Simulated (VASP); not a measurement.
# BiTe in VASP: further runs

BiTe is run at these levels: PBE; tasks: single point, relaxation of cell and atoms.

Everything below comes from runs of VASP 6.6.1. Logs are shortened: lines on timing, memory, paths and dates and some standing lists are left out, and cuts for length are marked.

**1. The cell of the first run**

Symmetry: Fm-3m, No. 225, cubic system. The conventional cell has a = 6.510 Å, b = 6.510 Å, c = 6.510 Å, α = 90.00°, β = 90.00°, γ = 90.00°. Within 4.3 Å of Bi (site symmetry m-3m) lie 6 Te at 3.25 Å. Within 4.3 Å of Te (site symmetry m-3m) lie 6 Bi at 3.25 Å.

**2. Single point, PBE**

INCAR reads:

```
SYSTEM = BiTe
PREC     = Accurate       ! precision mode
ENCUT    = 520            ! plane-wave cutoff, eV
EDIFF    = 1E-6           ! SCF threshold, eV
ISMEAR   = -1             ! smearing method
SIGMA    = 0.15           ! smearing width, eV
LREAL    = .False.        ! projectors in reciprocal space
LASPH    = .True.         ! aspherical terms in the spheres
NELM     = 100            ! most SCF steps
ALGO     = Normal         ! electronic algorithm
ISIF     = 2              ! what is computed and relaxed
LWAVE    = .False.        ! write WAVECAR
LCHARG   = .False.        ! write CHGCAR
GGA      = PE             ! functional
NBANDS   = 18             ! bands
```

KPOINTS reads:

```
regular mesh
0
Gamma
  12 12 12
  0 0 0
```

POSCAR reads:

```
BiTe
1.0
    0.0000000000      3.2548796332      3.2548796332
    3.2548796332      0.0000000000      3.2548796332
    3.2548796332      3.2548796332      0.0000000000
Bi Te
1 1
Direct
    0.0000000000      0.0000000000      0.0000000000
    0.5000000000      0.5000000000      0.5000000000
```

Potentials or basis: VASP PAW PBE potentials, release 64 (Bi_d, Te).

On the command line:

```console
$ cat potpaw_PBE.64/Bi_d/POTCAR potpaw_PBE.64/Te/POTCAR > POTCAR
$ mpirun -np 1 vasp_std > vasp.out
```

OUTCAR:

```text
SYSTEM = BiTe
   PREC = Accurate
   ENCUT = 520
   EDIFF = 1E-6
   ISMEAR = -1
   LREAL = .False.
   LASPH = .True.
   NELM = 100
   ISIF = 2
   GGA = PE

 ion  position               nearest neighbor table
   1  0.000  0.000  0.000-   2 3.25   2 3.25   2 3.25   2 3.25   2 3.25   2 3.25
   2  0.500  0.500  0.500-   1 3.25   1 3.25   1 3.25   1 3.25   1 3.25   1 3.25

  LATTYP: Found a face centered cubic cell.
 ALAT       =     6.5097592664

  Lattice vectors:

 A1 = (   0.0000000000,   3.2548796332,   3.2548796332)
 A2 = (   3.2548796332,   0.0000000000,   3.2548796332)
 A3 = (   3.2548796332,   3.2548796332,   0.0000000000)

Analysis of symmetry for initial positions (statically):
=====================================================================
 Subroutine PRICEL returns:
 Original cell was already a primitive cell.

 Routine SETGRP: Setting up the symmetry group for a
 face centered cubic supercell.

 Subroutine GETGRP returns: Found 48 space group operations
 (whereof 48 operations were pure point group operations)
 out of a pool of 48 trial point group operations.

The static configuration has the point symmetry O_h .

Analysis of symmetry for dynamics (positions and initial velocities):
=====================================================================
 Subroutine PRICEL returns:
 Original cell was already a primitive cell.

 Routine SETGRP: Setting up the symmetry group for a
 face centered cubic supercell.

 Subroutine GETGRP returns: Found 48 space group operations
 (whereof 48 operations were pure point group operations)
 out of a pool of 48 trial point group operations.

The dynamic configuration has the point symmetry O_h .

 Subroutine INISYM returns: Found 48 space group operations
 (whereof 48 operations are pure point group operations),
 and found     1 'primitive' translations

----------------------------------------------------------------------------------------

                                     Primitive cell

  volume of cell :      68.9660

  direct lattice vectors                    reciprocal lattice vectors
     0.000000000  3.254879633  3.254879633    -0.153615512  0.153615512  0.153615512
     3.254879633  0.000000000  3.254879633     0.153615512 -0.153615512  0.153615512
     3.254879633  3.254879633  0.000000000     0.153615512  0.153615512 -0.153615512

  length of vectors
     4.603094921  4.603094921  4.603094921     0.266069871  0.266069871  0.266069871

  position of ions in fractional coordinates (direct lattice)
     0.000000000  0.000000000  0.000000000
     0.500000000  0.500000000  0.500000000

  ion indices of the primitive-cell ions
   primitive index   ion index
                 1           1
                 2           2

----------------------------------------------------------------------------------------

 KPOINTS: regular mesh

Automatic generation of k-mesh.
 Grid dimensions read from file:
 generate k-points for:   12   12   12

 Generating k-lattice:

  Cartesian coordinates                     Fractional coordinates (reciprocal lattice)
    -0.012801293  0.012801293  0.012801293     0.083333333  0.000000000  0.000000000
     0.012801293 -0.012801293  0.012801293     0.000000000  0.083333333  0.000000000
     0.012801293  0.012801293 -0.012801293     0.000000000  0.000000000  0.083333333

  Length of vectors
     0.022172489  0.022172489  0.022172489

  Shift w.r.t. Gamma in fractional coordinates (k-lattice)
     0.000000000  0.000000000  0.000000000

 Subroutine IBZKPT returns following result:
 ===========================================

 Found     72 irreducible k-points:

 Following reciprocal coordinates:
            Coordinates               Weight
  0.000000  0.000000  0.000000      1.000000
  0.083333  0.000000  0.000000      8.000000
  0.166667  0.000000  0.000000      8.000000
  0.250000  0.000000  0.000000      8.000000
  0.333333  0.000000  0.000000      8.000000
  0.416667  0.000000  0.000000      8.000000
[... 16 lines left out ...]
  0.500000  0.166667  0.000000     24.000000
 -0.416667  0.166667  0.000000     24.000000
 [... further k-points ...]
   k-points           NKPTS =     72   k-points in BZ     NKDIM =     72   number of bands    NBANDS=     18
   number of dos      NEDOS =    301   number of ions     NIONS =      2
   total plane-waves  NPLWV =  46656
   dimension x,y,z NGX =    36 NGY =   36 NGZ =   36
   dimension x,y,z NGXF=    72 NGYF=   72 NGZF=   72
   ions per type =               1   1
   NGX,Y,Z   is equivalent  to a cutoff of  13.00, 13.00, 13.00 a.u.
   NGXF,Y,Z  is equivalent  to a cutoff of  26.00, 26.00, 26.00 a.u.
 SYSTEM =  BiTe
   PREC   = accura    normal or accurate (medium, high low for compatibility)
   ISTART =      0    job   : 0-new  1-cont  2-samecut
   ICHARG =      2    charge: 1-file 2-atom 10-const
   ISPIN  =      1    spin polarized calculation?
   LNONCOLLINEAR =      F non collinear calculations
   LSORBIT =      F    spin-orbit coupling
   LASPH  =      T    aspherical Exc in radial PAW
   ENCUT  =  520.0 eV  38.22 Ry    6.18 a.u.   8.56  8.56  8.56*2*pi/ulx,y,z
   NELM   =    100;   NELMIN=  2; NELMDL= -5     # of ELM steps
   EDIFF  = 0.1E-05   stopping-criterion for ELM
   LREAL  =      F    real-space projection
   EDIFFG = 0.1E-04   stopping-criterion for IOM
   NSW    =      0    number of steps for IOM
   IBRION =     -1    ionic relax: 0-MD 1-quasi-New 2-CG
   NFREE  =      0    steps in history (QN), initial steepest desc. (CG)
   ISIF   =      2    stress and relaxation
   ISYM   =      2    0-nonsym 1-usesym 2-fastsym
   POTIM  = 0.5000    time-step for ionic-motion
   TEBEG  =    0.0;   TEEND  =   0.0 temperature during run
   PSTRESS=    0.0 pullay stress
   NELECT =      21.0000    total number of electrons
   NUPDOWN=      -1.0000    fix difference up-down
   EMIN   =  10.00;   EMAX   =-10.00  energy-range for DOS
   EFERMI =   0.00;   METHOD = LEGACY
   ISMEAR =    -1;   SIGMA  =   0.15  broadening in eV -4-tet -1-fermi 0-gaus
   EFERMI_NEDOS =   21; number of points for ismear=-14 and -15
   IALGO  =     38    algorithm
   IMIX   =      4    mixing-type and parameters
     AMIX     =   0.40;   BMIX     =  1.00
     AMIX_MAG =   1.60;   BMIX_MAG =  1.00
  volume/ion in A,a.u.               =      34.48       232.70
  Fermi-wavevector in a.u.,A,eV,Ry     =   1.101378  2.081302 16.504318  1.213033
  Thomas-Fermi vector in A             =   2.237804
   LORBIT       =      0    0 simple, 1 ext, 2 COOP (PROOUT), +10 PAW based schemes
   GGA     = PE    functional components
   LHFCALC =     F    Hartree Fock is set to
   AEXX    =    0.0000 exact exchange contribution
   IVDW    =     0    specifies the selected vdW correction
   LEPSILON=     F    determine dielectric tensor
   LRPA    =     F    only Hartree local field effects (RPA)
 non-spin polarized calculation
  energy-cutoff  :      520.00
  volume of cell :       68.97
 maximum number of plane-waves:      1880
 NGX is ok and might be reduce to    36
   NGX = 17   NGY = 17   NGZ = 17

 number of electron      20.9999995 magnetization

 Free energy of the ion-electron system (eV)
  ---------------------------------------------------
  ext. energy  EPLUGINS =         0.00000000
  ---------------------------------------------------
  free energy    TOTEN  =        -7.22905579 eV

  energy without entropy =       -7.12279584  energy(sigma->0) =       -7.17592582

 E-fermi :   6.4449     XC(G=0):  -9.3517

 val. band max:        6.4020672565   @ k =  -0.2500   0.2500   0.0000
 cond. band min:       6.4561704275   @ k =   0.2500   0.1667   0.0000
 fundamental gap:      0.0541031709
 Fermi energy:         6.4448623847

 k-point     1 :       0.0000    0.0000    0.0000
  band No.  band energies     occupation
      1     -16.7217      2.00000
      2     -16.7217      2.00000
      3     -16.7198      2.00000
      4     -16.7198      2.00000
      5     -16.7198      2.00000
      6      -6.9665      2.00000
[... 10 lines left out ...]
     17      12.4582      0.00000
     18      13.0351      0.00000

 k-point     2 :       0.0833    0.0000    0.0000
  band No.  band energies     occupation
      1     -16.7220      2.00000
      2     -16.7220      2.00000
      3     -16.7197      2.00000
      4     -16.7194      2.00000
      5     -16.7194      2.00000
      6      -6.9059      2.00000
[... 10 lines left out ...]
     17      12.8863      0.00000
     18      13.4182      0.00000

 k-point     3 :       0.1667    0.0000    0.0000
  band No.  band energies     occupation
      1     -16.7227      2.00000
      2     -16.7227      2.00000
      3     -16.7194      2.00000
      4     -16.7183      2.00000
      5     -16.7183      2.00000
      6      -6.7253      2.00000
[... 10 lines left out ...]
     17      13.9000      0.00000
     18      14.3242      0.00000

 k-point     4 :       0.2500    0.0000    0.0000
  band No.  band energies     occupation
      1     -16.7238      2.00000
      2     -16.7238      2.00000
      3     -16.7189      2.00000
      4     -16.7166      2.00000
      5     -16.7166      2.00000
      6      -6.4283      2.00000
[... 375 lines left out ...]
      4     -16.7146      2.00000
      5     -16.7131      2.00000
      6      -5.7103      2.00000
[... 10 lines left out ...]
     17      14.9872      0.00000
     18      15.8460      0.00000

 k-point    23 :       0.5000    0.1667    0.0000
  band No.  band energies     occupation
      1     -16.7277      2.00000
      2     -16.7237      2.00000
      3     -16.7179      2.00000
      4     -16.7143      2.00000
      5     -16.7127      2.00000
      6      -5.2267      2.00000
[... 10 lines left out ...]
     17      15.1575      0.00000
     18      15.9744      0.00000

 k-point    24 :      -0.4167    0.1667    0.0000
  band No.  band energies     occupation
      1     -16.7271      2.00000
      2     -16.7245      2.00000
      3     -16.7171      2.00000
      4     -16.7142      2.00000
      5     -16.7132      2.00000
      6      -5.0342      2.00000
[... 10 lines left out ...]
     17      15.8462      0.00000
     18      17.0246      0.00000

 [... further k-points ...]

------------------------ aborting loop because EDIFF is reached ----------------------------------------

  FORCE on cell =-STRESS in cart. coord.  units (eV):
  Direction    XX          YY          ZZ          XY          YZ          ZX
  --------------------------------------------------------------------------------------
  -------------------------------------------------------------------------------------
  Total       -0.0274988     -0.0274988     -0.0274988      0.0000000      0.0000000      0.0000000
  in kB       -0.6388352     -0.6388352     -0.6388352      0.0000000      0.0000000      0.0000000
  external PRESSURE =      -0.6388352 kB  Pullay stress =       0.0000000 kB

 VOLUME and BASIS-vectors are now :
 -----------------------------------------------------------------------------
  energy-cutoff  :      520.00
  volume of cell :       68.97
      direct lattice vectors                 reciprocal lattice vectors
     0.000000000  3.254879633  3.254879633    -0.153615512  0.153615512  0.153615512
     3.254879633  0.000000000  3.254879633     0.153615512 -0.153615512  0.153615512
     3.254879633  3.254879633  0.000000000     0.153615512  0.153615512 -0.153615512

 POSITION                                       TOTAL-FORCE (eV/Angst)
 -----------------------------------------------------------------------------------
      0.00000      0.00000      0.00000        -0.000000      0.000000     -0.000000
      3.25488      3.25488      3.25488         0.000000      0.000000      0.000000
 -----------------------------------------------------------------------------------
    total drift:                               -0.000000      0.000000      0.000000

  FREE ENERGIE OF THE ION-ELECTRON SYSTEM (eV)
  ---------------------------------------------------
  free  energy   TOTEN  =        -7.2290557947 eV

  energy  without entropy=       -7.1227958378  energy(sigma->0) =       -7.17592582
```

Wall time 43 s (1 thread of Intel Xeon Platinum 8488C (Sapphire Rapids), shared host); peak memory 0.25 GiB.

What came out:

| Property | Result |
| --- | --- |
| Free energy | -7.2291 eV |
| Pressure | -0.1 GPa |

Levels at points of the mesh, in eV from the Fermi level:
```csv
k point,band 8,band 9,band 10,band 11,band 12,band 13
"(0.00, 0.00, 0.00)",-2.51,-2.51,-2.51,2.10,2.10,2.10
"(0.50, 0.00, 0.00)",-1.89,-1.89,-1.61,-0.82,-0.61,-0.61
"(0.50, 0.50, 0.00)",-5.55,-3.94,-3.94,2.30,3.49,3.49
```

Caveat: spin-orbit coupling is left out, which moves the levels of the heavy elements.

**3. Single point, PBE (volume scaled by 1.02)**

INCAR reads:

```
SYSTEM = BiTe
PREC = Accurate
ENCUT = 520
EDIFF = 1E-6
ISMEAR = -1
SIGMA = 0.15
LREAL = .FALSE.
LASPH = .TRUE.
NELM = 100
ALGO = Normal
ISIF = 2
LWAVE = .FALSE.
LCHARG = .FALSE.
GGA = PE
NBANDS = 18
```

KPOINTS reads:

```
regular mesh
0
G
  12 12 12
  0 0 0
```

POSCAR reads:

```
BiTe
1.0
    0.0000000000      3.2764357557      3.2764357557
    3.2764357557      0.0000000000      3.2764357557
    3.2764357557      3.2764357557      0.0000000000
Bi Te
1 1
Direct
    0.0000000000      0.0000000000      0.0000000000
    0.5000000000      0.5000000000      0.5000000000
```

Potentials or basis: VASP PAW PBE potentials, release 64 (Bi_d, Te).

On the command line:

```console
$ cat potpaw_PBE.64/Bi_d/POTCAR potpaw_PBE.64/Te/POTCAR > POTCAR
$ mpirun -np 1 vasp_std > vasp.out
```

It took 43 s on 1 thread of Intel Xeon Platinum 8488C (Sapphire Rapids), shared host; peak memory 0.26 GiB.

The run converged. Its results:

| Item | Value |
| --- | --- |
| Free energy | -7.2251 eV |
| Pressure | -0.9 GPa |

Levels at points of the mesh, in eV from the Fermi level:
```
           k point  band 8  band 9  band 10  band 11  band 12  band 13
(0.00, 0.00, 0.00)   -2.46   -2.46    -2.46     2.06     2.06     2.06
(0.50, 0.00, 0.00)   -1.85   -1.85    -1.62    -0.81    -0.58    -0.58
(0.50, 0.50, 0.00)   -5.41   -3.85    -3.85     2.37     3.40     3.40
```

Caveat: spin-orbit coupling is left out, which moves the levels of the heavy elements.

[end of part 1 of 2]
